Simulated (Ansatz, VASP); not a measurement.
# One calculation of TaN, two programs

```
Ta N
1.0
     0.00000    2.07005    2.23347
     2.07005    0.00000    2.23347
     2.07005    2.07005    0.00000
Ta N
1 1
Direct
  0.50000 0.50000 0.50000
  0.00000 0.00000 0.00000
```

Change from the starting cell: strain -0.050 along x and y, +0.025 along z, atoms carried along.

Alike in both runs: task single point; functional r2SCAN; k mesh 18 × 18 × 18; occupations gaussian, width 0.15 eV; no spin polarisation.

|  | VASP | Ansatz |
| --- | --- | --- |
| version | VASP 6.6.1 | Ansatz 0.2.0 |
| potentials or method | VASP PAW PBE potentials, release 64 (Ta_pv, N), cutoff 520 eV | scalar-relativistic, plane waves, PAW |
| valence electrons in the cell | 16 | 18 |

|  | VASP | Ansatz | Ansatz less VASP |
| --- | --- | --- | --- |
| gap on the k mesh at the Fermi level (eV) | none | none | - |
| pressure (GPa) | 55.2 | 52.2 | -2.97 |
| traceless stress, the component that is largest in VASP (GPa) | -41.18 | -41.03 | +0.149 |

VASP's potentials were made for PBE, not for r2SCAN. A gap of «none» marks a metal or a gap that the smearing closes. Both programs put the cell under a high pressure, so it lies far from rest at this level. VASP's potentials hold 16 valence electrons a cell and Ansatz's 18, so a difference there can come from the potentials and not from the codes.

Spin-orbit coupling is off throughout.
